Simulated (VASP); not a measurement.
# S (P6/mmm) in VASP: density of states with PBE

Aim: the density of states of S with PBE.

Program: VASP 6.6.1. These are calculated values, not measurements. Logs are shortened: lines on timing, memory, paths and dates and some standing lists are left out, and cuts for length are marked.

### 1 The cell of the first run

The structure is hexagonal, space group P6/mmm (No. 191). The conventional cell has a = 3.990 Å, b = 3.990 Å, c = 4.488 Å, α = 90.00°, β = 90.00°, γ = 120.00°. S (site symmetry -6m2) has 3 S at 2.30 Å within 3.0 Å.

### 2 Density of states, PBE

Input file POSCAR:

```
S
1.0
    3.9901993289      0.0000000000      0.0000000000
   -1.9950996644      3.4556139850      0.0000000000
    0.0000000000      0.0000000000      4.4880042324
S
2
Direct
    0.3333333333      0.6666666667      0.5000000000
    0.6666666667      0.3333333333      0.5000000000
```

Input file INCAR.step1:

```
ALGO = Normal
EDIFF = 1E-7
ENCUT = 520
GGA = PE
ISIF = 2
ISMEAR = 0
LASPH = T
LCHARG = T
LREAL = F
LWAVE = F
NBANDS = 13
NELM = 100
PREC = Accurate
SIGMA = 0.1
```

Input file KPOINTS.step1:

```
k-points
0
Gamma
  18 18 12
```

Input file INCAR.step2:

```
ALGO = Normal
EDIFF = 1E-7
ENCUT = 520
GGA = PE
ICHARG = 11
ISIF = 2
ISMEAR = -5
LASPH = T
LCHARG = F
LORBIT = 11
LREAL = F
LWAVE = F
NBANDS = 13
NEDOS = 1001
NELM = 100
PREC = Accurate
SIGMA = 0.1
```

Input file KPOINTS.step2:

```
k-points
0
Gamma
  27 27 18
```

Potentials or basis: VASP PAW PBE potentials, release 64 (S).

Run with:

```
$ cat potpaw_PBE.64/S/POTCAR > POTCAR
$ cp INCAR.step1 INCAR
$ cp KPOINTS.step1 KPOINTS
$ mpirun -np 1 vasp_std > vasp.out
$ cp INCAR.step2 INCAR
$ cp KPOINTS.step2 KPOINTS
$ mpirun -np 1 vasp_std > vasp.out
```

OUTCAR:

```text
EDIFF = 1E-7
   ENCUT = 520
   GGA = PE
   ICHARG = 11
   ISIF = 2
   ISMEAR = -5
   LASPH = T
   LORBIT = 11
   LREAL = F
   NELM = 100
   PREC = Accurate

 ion  position               nearest neighbor table
   1  0.333  0.667  0.500-   2 2.30   2 2.30   2 2.30
   2  0.667  0.333  0.500-   1 2.30   1 2.30   1 2.30

  LATTYP: Found a hexagonal cell.
 ALAT       =     3.9901993289
 C/A-ratio  =     1.1247569012

  Lattice vectors:

 A1 = (   3.9901993289,   0.0000000000,   0.0000000000)
 A2 = (  -1.9950996644,   3.4556139850,   0.0000000000)
 A3 = (   0.0000000000,   0.0000000000,   4.4880042324)

Analysis of symmetry for initial positions (statically):
=====================================================================
 Subroutine PRICEL returns:
 Original cell was already a primitive cell.

 Routine SETGRP: Setting up the symmetry group for a
 hexagonal supercell.

 Subroutine GETGRP returns: Found 24 space group operations
 (whereof 24 operations were pure point group operations)
 out of a pool of 24 trial point group operations.

The static configuration has the point symmetry D_6h.

Analysis of symmetry for dynamics (positions and initial velocities):
=====================================================================
 Subroutine PRICEL returns:
 Original cell was already a primitive cell.

 Routine SETGRP: Setting up the symmetry group for a
 hexagonal supercell.

 Subroutine GETGRP returns: Found 24 space group operations
 (whereof 24 operations were pure point group operations)
 out of a pool of 24 trial point group operations.

The dynamic configuration has the point symmetry D_6h.

 Subroutine INISYM returns: Found 24 space group operations
 (whereof 24 operations are pure point group operations),
 and found     1 'primitive' translations

----------------------------------------------------------------------------------------

                                     Primitive cell

  volume of cell :      61.8832

  direct lattice vectors                    reciprocal lattice vectors
     3.990199329  0.000000000  0.000000000     0.250614046  0.144692087  0.000000000
    -1.995099664  3.455613985  0.000000000     0.000000000  0.289384174  0.000000000
     0.000000000  0.000000000  4.488004232     0.000000000  0.000000000  0.222816189

  length of vectors
     3.990199329  3.990199329  4.488004232     0.289384174  0.289384174  0.222816189

  position of ions in fractional coordinates (direct lattice)
     0.333333333  0.666666667  0.500000000
     0.666666667  0.333333333  0.500000000

  ion indices of the primitive-cell ions
   primitive index   ion index
                 1           1
                 2           2

----------------------------------------------------------------------------------------

 KPOINTS: k-points

Automatic generation of k-mesh.
 Grid dimensions read from file:
 generate k-points for:   27   27   18

 Generating k-lattice:

  Cartesian coordinates                     Fractional coordinates (reciprocal lattice)
     0.009282002  0.005358966  0.000000000     0.037037037  0.000000000  0.000000000
     0.000000000  0.010717932  0.000000000     0.000000000  0.037037037  0.000000000
     0.000000000  0.000000000  0.012378677     0.000000000  0.000000000  0.055555556

  Length of vectors
     0.010717932  0.010717932  0.012378677

  Shift w.r.t. Gamma in fractional coordinates (k-lattice)
     0.000000000  0.000000000  0.000000000

 TETIRR: Found  13302 inequivalent tetrahedra from    78732

 Subroutine IBZKPT returns following result:
 ===========================================

 Found    750 irreducible k-points:

 Following reciprocal coordinates:
            Coordinates               Weight
  0.000000  0.000000  0.000000      1.000000
  0.037037  0.000000  0.000000      6.000000
  0.074074  0.000000  0.000000      6.000000
  0.111111  0.000000  0.000000      6.000000
  0.148148  0.000000  0.000000      6.000000
  0.185185  0.000000  0.000000      6.000000
[... 16 lines left out ...]
  0.333333  0.037037  0.000000     12.000000
  0.370370  0.037037  0.000000     12.000000
 [... further k-points ...]
   k-points           NKPTS =    750   k-points in BZ     NKDIM =    750   number of bands    NBANDS=     13
   number of dos      NEDOS =   1001   number of ions     NIONS =      2
   total plane-waves  NPLWV =  32400
   dimension x,y,z NGX =    30 NGY =   30 NGZ =   36
   dimension x,y,z NGXF=    60 NGYF=   60 NGZF=   72
   ions per type =               2
   NGX,Y,Z   is equivalent  to a cutoff of  12.50, 12.50, 13.34 a.u.
   NGXF,Y,Z  is equivalent  to a cutoff of  25.00, 25.00, 26.67 a.u.
 SYSTEM =  unknown system
   PREC   = accura    normal or accurate (medium, high low for compatibility)
   ISTART =      0    job   : 0-new  1-cont  2-samecut
   ICHARG =     11    charge: 1-file 2-atom 10-const
   ISPIN  =      1    spin polarized calculation?
   LNONCOLLINEAR =      F non collinear calculations
   LSORBIT =      F    spin-orbit coupling
   LASPH  =      T    aspherical Exc in radial PAW
   ENCUT  =  520.0 eV  38.22 Ry    6.18 a.u.   7.42  7.42  8.34*2*pi/ulx,y,z
   NELM   =    100;   NELMIN=  2; NELMDL=  0     # of ELM steps
   EDIFF  = 0.1E-06   stopping-criterion for ELM
   LREAL  =      F    real-space projection
   EDIFFG = 0.1E-05   stopping-criterion for IOM
   NSW    =      0    number of steps for IOM
   IBRION =     -1    ionic relax: 0-MD 1-quasi-New 2-CG
   NFREE  =      0    steps in history (QN), initial steepest desc. (CG)
   ISIF   =      2    stress and relaxation
   ISYM   =      2    0-nonsym 1-usesym 2-fastsym
   POTIM  = 0.5000    time-step for ionic-motion
   TEBEG  =    0.0;   TEEND  =   0.0 temperature during run
   PSTRESS=    0.0 pullay stress
   NELECT =      12.0000    total number of electrons
   NUPDOWN=      -1.0000    fix difference up-down
   EMIN   =  10.00;   EMAX   =-10.00  energy-range for DOS
   EFERMI =   0.00;   METHOD = LEGACY
   ISMEAR =    -5;   SIGMA  =   0.10  broadening in eV -4-tet -1-fermi 0-gaus
   EFERMI_NEDOS =   21; number of points for ismear=-14 and -15
   IALGO  =     38    algorithm
   IMIX   =      4    mixing-type and parameters
     AMIX     =   0.40;   BMIX     =  1.00
     AMIX_MAG =   1.60;   BMIX_MAG =  1.00
  volume/ion in A,a.u.               =      30.94       208.80
  Fermi-wavevector in a.u.,A,eV,Ry     =   0.947569  1.790646 12.216497  0.897887
  Thomas-Fermi vector in A             =   2.075675
   LORBIT       =     11    0 simple, 1 ext, 2 COOP (PROOUT), +10 PAW based schemes
   GGA     = PE    functional components
   LHFCALC =     F    Hartree Fock is set to
   AEXX    =    0.0000 exact exchange contribution
   IVDW    =     0    specifies the selected vdW correction
   LEPSILON=     F    determine dielectric tensor
   LRPA    =     F    only Hartree local field effects (RPA)
 non-spin polarized calculation
 Fermi weights with tetrahedron method with Bloechl corrections
  energy-cutoff  :      520.00
  volume of cell :       61.88
 maximum number of plane-waves:      1696
 NGX is ok and might be reduce to    30

 number of electron      12.0000003 magnetization

 Free energy of the ion-electron system (eV)
  ---------------------------------------------------
  ext. energy  EPLUGINS =         0.00000000
  ---------------------------------------------------
  free energy    TOTEN  =        -6.62692988 eV

  energy without entropy =       -6.62692988  energy(sigma->0) =       -6.62692988

 E-fermi :   1.4586     XC(G=0):  -7.3069

 val. band max:        1.4578904941   @ k =   0.2222   0.0000   0.3333
 cond. band min:       1.4246390539   @ k =   0.1481   0.1481   0.1667
 fundamental gap:     -0.0332514402
 Fermi energy:         1.4586059412

 k-point     1 :       0.0000    0.0000    0.0000
  band No.  band energies     occupation
      1     -14.7509      2.00000
      2      -7.1672      2.00000
      3      -4.1311      2.00000
      4      -4.1310      2.00000
      5      -2.7276      2.00000
      6       1.2807      2.00000
      7       1.2807      2.00000
      8       2.5473      0.00000
      9       5.1042      0.00000
     10       9.3855      0.00000
     11      11.1724      0.00000
     12      11.1725      0.00000
     13      15.3079      0.00000

 k-point     2 :       0.0370    0.0000    0.0000
  band No.  band energies     occupation
      1     -14.7385      2.00000
      2      -7.2569      2.00000
      3      -4.1469      2.00000
      4      -4.0460      2.00000
      5      -2.7164      2.00000
      6       1.2796      2.00000
      7       1.3209      2.00000
      8       2.5199      0.00000
      9       5.1219      0.00000
     10       9.4350      0.00000
     11      11.1427      0.00000
     12      11.1827      0.00000
     13      15.0114      0.00000

 k-point     3 :       0.0741    0.0000    0.0000
  band No.  band energies     occupation
      1     -14.7013      2.00000
      2      -7.4984      2.00000
      3      -4.1926      2.00000
      4      -3.8202      2.00000
      5      -2.6829      2.00000
      6       1.2802      2.00000
      7       1.4394      1.17788
      8       2.4392      0.00000
      9       5.1747      0.00000
     10       9.5801      0.00000
     11      11.0589      0.00000
     12      11.2066      0.00000
     13      14.6425      0.00000
[... 305 lines left out ...]
 k-point    23 :       0.3333    0.0370    0.0000
  band No.  band energies     occupation
      1     -13.7060      2.00000
      2     -10.4722      2.00000
      3      -4.9049      2.00000
      4      -1.9965      2.00000
      5      -1.8006      2.00000
      6       0.7952      2.00000
      7       2.6236      0.00000
      8       4.0358      0.00000
      9       6.5014      0.00000
     10       9.5790      0.00000
     11       9.8114      0.00000
     12      10.7286      0.00000
     13      11.2933      0.00000

 k-point    24 :       0.3704    0.0370    0.0000
  band No.  band energies     occupation
      1     -13.5167      2.00000
      2     -10.8039      2.00000
      3      -4.9688      2.00000
      4      -1.9462      2.00000
      5      -1.6364      2.00000
      6       0.5573      2.00000
      7       3.0120      0.00000
      8       4.4200      0.00000
      9       6.7591      0.00000
     10       9.0139      0.00000
     11       9.7063      0.00000
     12      10.6308      0.00000
     13      10.8414      0.00000

 [... further k-points ...]
[... 5 lines left out ...]
  --------------------------------------------------------------------------------------
  -------------------------------------------------------------------------------------
  Total        0.0085482      0.0085482     -0.0647395      0.0000000      0.0000000      0.0000000
  in kB        0.2213153      0.2213153     -1.6761260      0.0000000      0.0000000      0.0000000
  external PRESSURE =      -0.4111651 kB  Pullay stress =       0.0000000 kB

 VOLUME and BASIS-vectors are now :
 -----------------------------------------------------------------------------
  energy-cutoff  :      520.00
  volume of cell :       61.88
      direct lattice vectors                 reciprocal lattice vectors
     3.990199329  0.000000000  0.000000000     0.250614046  0.144692087  0.000000000
    -1.995099664  3.455613985  0.000000000     0.000000000  0.289384174  0.000000000
     0.000000000  0.000000000  4.488004232     0.000000000  0.000000000  0.222816189

 POSITION                                       TOTAL-FORCE (eV/Angst)
 -----------------------------------------------------------------------------------
     -0.00000      2.30374      2.24400        -0.000000      0.000000      0.000000
      1.99510      1.15187      2.24400         0.000000      0.000000     -0.000000
 -----------------------------------------------------------------------------------
    total drift:                               -0.000000      0.000000     -0.000000

  FREE ENERGIE OF THE ION-ELECTRON SYSTEM (eV)
  ---------------------------------------------------
  free  energy   TOTEN  =        -6.6269298823 eV

  energy  without entropy=       -6.6269298823  energy(sigma->0) =       -6.62692988

 total charge

# of ion       s       p       d       tot
------------------------------------------
    1        1.416   2.127   0.000   3.543
    2        1.416   2.127   0.000   3.543
--------------------------------------------------
tot          2.832   4.254   0.000   7.086
```

Wall time 5.7 min (1 thread of AMD EPYC 7R43 (Zen 3), shared host); peak memory 0.49 GiB.

Results:

```yaml
Valence_electrons_inside_the_program's_atomic_spheres: S 3.54
```

Levels at points of the mesh, in eV from the Fermi level:
```tsv
k point	band 2	band 3	band 4	band 5	band 6	band 7	band 8	band 9	band 10	band 11
(0.00, 0.00, 0.00)	-8.63	-5.59	-5.59	-4.19	-0.18	-0.18	1.09	3.65	7.93	9.71
(0.00, 0.00, 0.50)	-8.60	-5.57	-5.57	-4.81	-0.14	-0.14	0.85	7.34	8.11	8.86
```

Caveat: this functional lacks dispersion, which binds the layers, so the pressure and a relaxed spacing across them are unreliable; tetrahedron occupations give inexact forces and stress in metals.
